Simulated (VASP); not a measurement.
KPt: single point with LDA

The system is KPt.

```
K Pt
1.0
     3.00085    0.00000    0.00000
    -1.50042    2.59881    0.00000
     0.00000    0.00000    5.34558
K Pt
1 1
Direct
  0.00000 0.00000 0.50000
  0.66667 0.33333 0.00000
```

```yaml
Program: VASP 6.6.1
Task: single point
Functional: LDA
Potentials_or_basis: VASP PAW LDA potentials, release 64 (K_sv, Pt)
Cutoff: 500 eV
k_mesh: 11 × 11 × 6
Occupations: fermi-dirac, width 0.08 eV
Spin: collinear spin, zero start
Starting_moments: "[0.0, 0.0] μB"
Fixed_moment: 0 μB
Dipole_correction: no
Further_INCAR_settings: ALGO = Normal; EDIFF = 1e-06; NBANDS = 20
```

* Pressure: -6.6 GPa
* Net moment: 0.00 μB per cell
* Valence electrons inside the program's atomic spheres: K 7.63; Pt 9.02

Stress tensor (GPa, compression positive):
```
-7.20  0.00  0.00
 0.00 -7.20  0.00
 0.00  0.00 -5.52
```

It took 2.1 min on 1 thread of Intel Xeon 8259CL, with other jobs on the host, peak memory 0.21 GiB.

Caveat: the total moment is fixed, so each spin has its own Fermi level.
